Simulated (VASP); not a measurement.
Write the native input for VASP 6.6.1 that does the following.

* Task: single point
* Functional: r2SCAN
* Potentials or basis: VASP PAW PBE potentials, release 64 (Ru_pv)
* Cutoff: 520 eV
* k mesh: 11 × 11 × 6
* Occupations: fermi-dirac, width 0.05 eV
* Spin: no spin polarisation
* Dipole correction: no
* Further INCAR settings: ALGO = Normal; EDIFF = 1e-06; NBANDS = 21

Crystal: Ru.

```
Ru
1.0
     2.70214    0.00000    0.00000
    -1.35107    2.34013    0.00000
     0.00000    0.00000    4.26794
Ru
2
Cartesian
  1.3511 0.7800 3.2010
  0.0000 1.5601 1.0670
```

One way to write it, as run:

POSCAR

```
Ru
1.0
    2.7021436369      0.0000000000      0.0000000000
   -1.3510718184      2.3401250342      0.0000000000
    0.0000000000      0.0000000000      4.2679422933
Ru
2
Direct
    0.6666666667      0.3333333333      0.7500000000
    0.3333333333      0.6666666667      0.2500000000
```

INCAR.step1

```
  PREC = Accurate
  ENCUT = 520
  ISMEAR = -1
  SIGMA = 0.05
  LREAL = F
  LASPH = T
  NELM = 100
  NBANDS = 21
  GGA = PE
  ALGO = Normal
  EDIFF = 1E-4
  LWAVE = T
  LCHARG = F
```

INCAR.step2

```
  PREC = Accurate
  ENCUT = 520
  EDIFF = 1E-6
  ISMEAR = -1
  SIGMA = 0.05
  LREAL = F
  LASPH = T
  NELM = 100
  ALGO = Normal
  ISIF = 2
  LWAVE = F
  LCHARG = F
  METAGGA = R2SCAN
  LMIXTAU = T
  NBANDS = 21
  ISTART = 1
```

KPOINTS

```
regular mesh
0
Gamma
  11 11 6
```

Potentials or basis: VASP PAW PBE potentials, release 64 (Ru_pv).

Run with:

```sh
$ cat potpaw_PBE.64/Ru_pv/POTCAR > POTCAR
$ cp INCAR.step1 INCAR
$ mpirun -np 1 vasp_std > vasp.out
$ cp INCAR.step2 INCAR
$ mpirun -np 1 vasp_std > vasp.out
```

Results of the run:

The pressure is 1.5 GPa. The band gap on the k mesh is zero (bands 14 and 15 overlap by 3.24 eV).

Caveat: an empty level that is flat over the whole mesh can mark a ghost state of the potentials, or a narrow d or f band; the PAW data sets were made with another functional, which shifts forces and pressure a little.

Wall time 51 s on 1 thread of Intel(R) Xeon(R) 6975P-C (Granite Rapids), on a shared host, peak memory 0.15 GiB.
